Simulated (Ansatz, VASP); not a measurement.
# Two plane-wave programs on K

```
CELL_PARAMETERS angstrom
-2.52701 2.52701 2.52701
2.52701 -2.52701 2.52701
2.52701 2.52701 -2.52701
ATOMIC_POSITIONS crystal
K 0.00000 0.00000 0.00000
```

Alike in both runs: functional LDA; k mesh 12 × 12 × 12; occupations gaussian, width 0.1 eV; no spin polarisation.

Ansatz relaxed the structure, and its values are those at the end. VASP's run is a single point on that final structure, the one shown.

```csv
,VASP,Ansatz
version,VASP 6.6.1,Ansatz 0.2.0
potentials or method,"VASP PAW LDA potentials, release 64 (K_sv), cutoff 520 eV","scalar-relativistic, plane waves, PAW"
valence electrons in the cell,9,9
```

|  | VASP | Ansatz | Ansatz less VASP |
| --- | --- | --- | --- |
| gap on the k mesh at the Fermi level (eV) | none | none | - |
| pressure (GPa) | 0.0 | 0.0 | +0.02 |

LDA's correlation is that of Perdew and Zunger in VASP and of Perdew and Wang (1992) in Ansatz. A gap of «none» marks a metal or a gap that the smearing closes.
